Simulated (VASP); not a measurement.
# C (P6_3/mmc) in VASP: notebook, part 4 of 4

VASP 6.6.1. The steps go on from the part before.

### Step 5. Relaxation of cell and atoms, PBE+D3(BJ)

INCAR

```
SYSTEM = C
ALGO = Normal ; EDIFF = 1E-7
EDIFFG = -0.001 ; ENCUT = 600
GGA = PE ; GGA_COMPAT = .FALSE.
IBRION = 2 ; ISIF = 3
ISMEAR = -1 ; IVDW = 12
LASPH = .TRUE. ; LCHARG = .FALSE.
LREAL = .FALSE. ; LWAVE = .FALSE.
NELM = 120 ; NELMIN = 4
NSW = 80 ; PREC = Accurate
SIGMA = 0.15
```

KPOINTS

```
k-points
0
G
  27 27 10
  0 0 0
```

POSCAR

```
C
1.0
    2.4649446253      0.0000000000      0.0000000000
   -1.2324723126      2.1347046644      0.0000000000
    0.0000000000      0.0000000000      6.7396608090
C
4
Direct
    0.0000000000      0.0000000000      0.7500000000
    0.0000000000      0.0000000000      0.2500000000
    0.3333333333      0.6666666667      0.7500000000
    0.6666666667      0.3333333333      0.2500000000
```

Potentials or basis: VASP PAW PBE potentials, release 64 (C).

Launch:

```
cat potpaw_PBE.64/C/POTCAR > POTCAR
mpirun -np 1 vasp_std > vasp.out
```

OUTCAR:

```text
SYSTEM = C
   EDIFF = 1E-7
   EDIFFG = -0.001
   ENCUT = 600
   GGA = PE
   IBRION = 2
   ISIF = 3
   ISMEAR = -1
   IVDW = 12
   LASPH = .TRUE.
   LREAL = .FALSE.
   NELM = 120
   NELMIN = 4
   NSW = 80
   PREC = Accurate
 IVDW          = 12

 ion  position               nearest neighbor table
   1  0.000  0.000  0.750-   3 1.42   3 1.42   3 1.42
   2  0.000  0.000  0.250-   4 1.42   4 1.42   4 1.42
   3  0.333  0.667  0.750-   1 1.42   1 1.42   1 1.42
   4  0.667  0.333  0.250-   2 1.42   2 1.42   2 1.42

  LATTYP: Found a hexagonal cell.
 ALAT       =     2.4649446253
 C/A-ratio  =     2.7342037382

  Lattice vectors:

 A1 = (   2.4649446253,   0.0000000000,   0.0000000000)
 A2 = (  -1.2324723126,   2.1347046644,   0.0000000000)
 A3 = (   0.0000000000,   0.0000000000,   6.7396608090)

Analysis of symmetry for initial positions (statically):
=====================================================================
 Subroutine PRICEL returns:
 Original cell was already a primitive cell.

 Routine SETGRP: Setting up the symmetry group for a
 hexagonal supercell.

 Subroutine GETGRP returns: Found 24 space group operations
 (whereof 12 operations were pure point group operations)
 out of a pool of 24 trial point group operations.

The static configuration has the point symmetry D_3d.
 The point group associated with its full space group is D_6h.

Analysis of symmetry for dynamics (positions and initial velocities):
=====================================================================
 Subroutine PRICEL returns:
 Original cell was already a primitive cell.

 Routine SETGRP: Setting up the symmetry group for a
 hexagonal supercell.

 Subroutine GETGRP returns: Found 24 space group operations
 (whereof 12 operations were pure point group operations)
 out of a pool of 24 trial point group operations.

The dynamic configuration has the point symmetry D_3d.
 The point group associated with its full space group is D_6h.

 Subroutine INISYM returns: Found 24 space group operations
 (whereof 12 operations are pure point group operations),
 and found     1 'primitive' translations

----------------------------------------------------------------------------------------

                                     Primitive cell

  volume of cell :      35.4636

  direct lattice vectors                    reciprocal lattice vectors
     2.464944625  0.000000000  0.000000000     0.405688627  0.234224438  0.000000000
    -1.232472313  2.134704664  0.000000000     0.000000000  0.468448876  0.000000000
     0.000000000  0.000000000  6.739660809     0.000000000  0.000000000  0.148375420

  length of vectors
     2.464944625  2.464944625  6.739660809     0.468448876  0.468448876  0.148375420

  position of ions in fractional coordinates (direct lattice)
     0.000000000  0.000000000  0.750000000
     0.000000000  0.000000000  0.250000000
     0.333333333  0.666666667  0.750000000
     0.666666667  0.333333333  0.250000000

  ion indices of the primitive-cell ions
   primitive index   ion index
                 1           1
                 2           2
                 3           3
                 4           4

----------------------------------------------------------------------------------------

 KPOINTS: k-points

Automatic generation of k-mesh.
 Grid dimensions read from file:
 generate k-points for:   27   27   10

 Generating k-lattice:

  Cartesian coordinates                     Fractional coordinates (reciprocal lattice)
     0.015025505  0.008674979  0.000000000     0.037037037 -0.000000000  0.000000000
     0.000000000  0.017349958  0.000000000     0.000000000  0.037037037  0.000000000
     0.000000000  0.000000000  0.014837542     0.000000000  0.000000000  0.100000000

  Length of vectors
     0.017349958  0.017349958  0.014837542

  Shift w.r.t. Gamma in fractional coordinates (k-lattice)
     0.000000000  0.000000000  0.000000000

 Subroutine IBZKPT returns following result:
 ===========================================

 Found    450 irreducible k-points:

 Following reciprocal coordinates:
            Coordinates               Weight
  0.000000  0.000000  0.000000      1.000000
  0.037037  0.000000  0.000000      6.000000
  0.074074  0.000000  0.000000      6.000000
  0.111111 -0.000000  0.000000      6.000000
  0.148148  0.000000  0.000000      6.000000
  0.185185  0.000000  0.000000      6.000000
[... 16 lines left out ...]
  0.333333  0.037037  0.000000     12.000000
  0.370370  0.037037  0.000000     12.000000
 [... further k-points ...]
   k-points           NKPTS =    450   k-points in BZ     NKDIM =    450   number of bands    NBANDS=     12
   number of dos      NEDOS =    301   number of ions     NIONS =      4
   total plane-waves  NPLWV =  21600
   dimension x,y,z NGX =    20 NGY =   20 NGZ =   54
   dimension x,y,z NGXF=    40 NGYF=   40 NGZF=  108
   ions per type =               4
   NGX,Y,Z   is equivalent  to a cutoff of  13.49, 13.49, 13.32 a.u.
   NGXF,Y,Z  is equivalent  to a cutoff of  26.98, 26.98, 26.64 a.u.
 SYSTEM =  C
   PREC   = accura    normal or accurate (medium, high low for compatibility)
   ISTART =      0    job   : 0-new  1-cont  2-samecut
   ICHARG =      2    charge: 1-file 2-atom 10-const
   ISPIN  =      1    spin polarized calculation?
   LNONCOLLINEAR =      F non collinear calculations
   LSORBIT =      F    spin-orbit coupling
   LASPH  =      T    aspherical Exc in radial PAW
   ENCUT  =  600.0 eV  44.10 Ry    6.64 a.u.   4.92  4.92 13.46*2*pi/ulx,y,z
   NELM   =    120;   NELMIN=  4; NELMDL= -5     # of ELM steps
   EDIFF  = 0.1E-06   stopping-criterion for ELM
   LREAL  =      F    real-space projection
   EDIFFG = -.1E-02   stopping-criterion for IOM
   NSW    =     80    number of steps for IOM
   IBRION =      2    ionic relax: 0-MD 1-quasi-New 2-CG
   NFREE  =      1    steps in history (QN), initial steepest desc. (CG)
   ISIF   =      3    stress and relaxation
   ISYM   =      2    0-nonsym 1-usesym 2-fastsym
   POTIM  = 0.5000    time-step for ionic-motion
   TEBEG  =    0.0;   TEEND  =   0.0 temperature during run
   PSTRESS=    0.0 pullay stress
   NELECT =      16.0000    total number of electrons
   NUPDOWN=      -1.0000    fix difference up-down
   EMIN   =  10.00;   EMAX   =-10.00  energy-range for DOS
   EFERMI =   0.00;   METHOD = LEGACY
   ISMEAR =    -1;   SIGMA  =   0.15  broadening in eV -4-tet -1-fermi 0-gaus
   EFERMI_NEDOS =   21; number of points for ismear=-14 and -15
   IALGO  =     38    algorithm
   IMIX   =      4    mixing-type and parameters
     AMIX     =   0.40;   BMIX     =  1.00
     AMIX_MAG =   1.60;   BMIX_MAG =  1.00
  volume/ion in A,a.u.               =       8.87        59.83
  Fermi-wavevector in a.u.,A,eV,Ry     =   1.255607  2.372754 21.450260  1.576550
  Thomas-Fermi vector in A             =   2.389356
   LORBIT       =      0    0 simple, 1 ext, 2 COOP (PROOUT), +10 PAW based schemes
   GGA     = PE    functional components
   LHFCALC =     F    Hartree Fock is set to
   AEXX    =    0.0000 exact exchange contribution
   IVDW    =    12    specifies the selected vdW correction
   LEPSILON=     F    determine dielectric tensor
   LRPA    =     F    only Hartree local field effects (RPA)
 conjugate gradient relaxation of ions
 non-spin polarized calculation
  energy-cutoff  :      600.00
  volume of cell :       35.46
 maximum number of plane-waves:      1214
 NGX is ok and might be reduce to    20
   NGX =  9   NGY =  9   NGZ = 27

--------------------------------------- Ionic step        1  -------------------------------------------

 number of electron      16.0000001 magnetization

 Free energy of the ion-electron system (eV)
  ---------------------------------------------------
  ext. energy  EPLUGINS =         0.00000000
  ---------------------------------------------------
  free energy    TOTEN  =       -36.85957436 eV

  energy without entropy =      -36.85489199  energy(sigma->0) =      -36.85723318

------------------------ aborting loop because EDIFF is reached ----------------------------------------

 Edisp (eV)   -0.62207

 E8    (eV) :    -0.1762
[... 327 lines left out ...]
--------------------------------------- Ionic step        9  -------------------------------------------

 number of electron      16.0000001 magnetization

 Free energy of the ion-electron system (eV)
  ---------------------------------------------------
  ext. energy  EPLUGINS =         0.00000000
  ---------------------------------------------------
  free energy    TOTEN  =       -36.85294221 eV

  energy without entropy =      -36.84819903  energy(sigma->0) =      -36.85057062

 E-fermi :   4.7380     XC(G=0): -10.3567

 val. band max:        4.7306883308   @ k =   0.3333   0.3333   0.5000
 cond. band min:       4.9270026340   @ k =   0.3333   0.3333   0.4000
 fundamental gap:      0.1963143032
 Fermi energy:         4.7379629538

 k-point     1 :       0.0000    0.0000    0.0000
  band No.  band energies     occupation
      1     -14.9362      2.00000
      2     -14.6245      2.00000
      3      -3.8140      2.00000
      4      -1.7974      2.00000
      5       1.7008      2.00000
      6       1.7008      2.00000
      7       1.7202      2.00000
      8       1.7202      2.00000
      9       9.0494      0.00000
     10      13.0379      0.00000
     11      13.0380      0.00000
     12      13.0921      0.00000
[... 331 lines left out ...]
 k-point    24 :       0.3704    0.0370    0.0000
  band No.  band energies     occupation
      1     -11.3892      2.00000
      2     -11.1440      2.00000
      3      -6.3747      2.00000
      4      -6.2143      2.00000
      5      -1.5208      2.00000
      6      -1.4612      2.00000
      7       0.3463      2.00000
      8       1.8912      2.00000
      9       7.7030      0.00000
     10       8.7136      0.00000
     11      12.2190      0.00000
     12      12.5825      0.00000

 [... further k-points ...]

------------------------ aborting loop because EDIFF is reached ----------------------------------------

 Edisp (eV)   -0.62904

 E8    (eV) :    -0.1784
[... 27 lines left out ...]
  FREE ENERGIE OF THE ION-ELECTRON SYSTEM (eV)
  ---------------------------------------------------
  free  energy   TOTEN  =       -37.4819836512 eV

  energy  without entropy=      -37.4772404745  energy(sigma->0) =      -37.47961206

 reached required accuracy - stopping structural energy minimisation
```

Wall time 17 min (1 thread of Oxide Virtual Turin-like, shared host); peak memory 0.27 GiB.

What came out:

| Property | Result |
| --- | --- |
| Free energy | -37.4820 eV |
| Relaxed volume | 8.79 Å³/atom |
| Relaxed cell | a = 2.465 Å, b = 2.465 Å, c = 6.677 Å, α = 90.00°, β = 90.00°, γ = 120.00° |
| Space group after relaxing (to 0.1 Å) | P6_3/mmc (No. 194) |
| Energy gained by relaxing | 0.1 meV/atom |
| Ionic steps | 9 |
| Pressure after relaxing | 0.0 GPa |
| Band gap on the k mesh | zero (bands 8 and 9 overlap by 0.03 eV) |
| Dispersion energy per atom | -0.157 eV |

The path:
```tsv
step	energy change (eV)	largest force (eV/Å)	pressure (GPa)	volume (Å³)
1	0.0000	0.0000	0.03	35.46
2	0.0000	0.0000	-0.43	35.47
3	0.0000	0.0000	-0.24	35.47
4	-0.0001	0.0000	-0.22	35.44
5	-0.0002	0.0000	-0.13	35.35
6	-0.0003	0.0000	0.05	35.18
7	-0.0003	0.0000	0.09	35.14
8	-0.0003	0.0000	-0.34	35.13
9	-0.0003	0.0000	0.00	35.14
```

Final structure:
```
C
1.0
     2.46525    0.00000    0.00000
    -1.23263    2.13497    0.00000
     0.00000    0.00000    6.67684
C
4
Direct
  0.00000 0.00000 0.75000
  0.00000 0.00000 0.25000
  0.33333 0.66667 0.75000
  0.66667 0.33333 0.25000
```

### Step 6. Summary

| task | cell | smearing | gap on the mesh (eV) | pressure (GPa) | relaxed volume (Å³/atom) |
| --- | --- | --- | --- | --- | --- |
| single point | a = 2.465, b = 2.465, c = 6.740 Å, angles 90.0, 90.0, 120.0°, 4 atoms | gaussian 0.1 eV | none | 0.0 | - |
| single point | a = 2.465, b = 2.465, c = 6.739 Å, angles 90.0, 90.0, 120.0°, 4 atoms | fermi-dirac 0.15 eV | none | 0.0 | - |
| relaxation of cell and atoms | relaxed from a = 2.456, b = 2.456, c = 6.696 Å, angles 90.0, 90.0, 120.0°, 4 atoms | gaussian 0.1 eV | none | 0.0 | 8.80 |
| relaxation of cell and atoms | relaxed from a = 2.465, b = 2.465, c = 6.740 Å, angles 90.0, 90.0, 120.0°, 4 atoms | fermi-dirac 0.15 eV | none | 0.0 | 8.79 |

Alike in all rows: level PBE+D3(BJ); potentials or basis VASP PAW PBE potentials, release 64 (C); no spin polarisation; k mesh 27 × 27 × 10; cutoff (eV) 600.

Total energies depend on the potentials used, so only differences within one code and one set of settings carry meaning.

The gap in the log of VASP goes by the Fermi energy; the results here count the filled bands.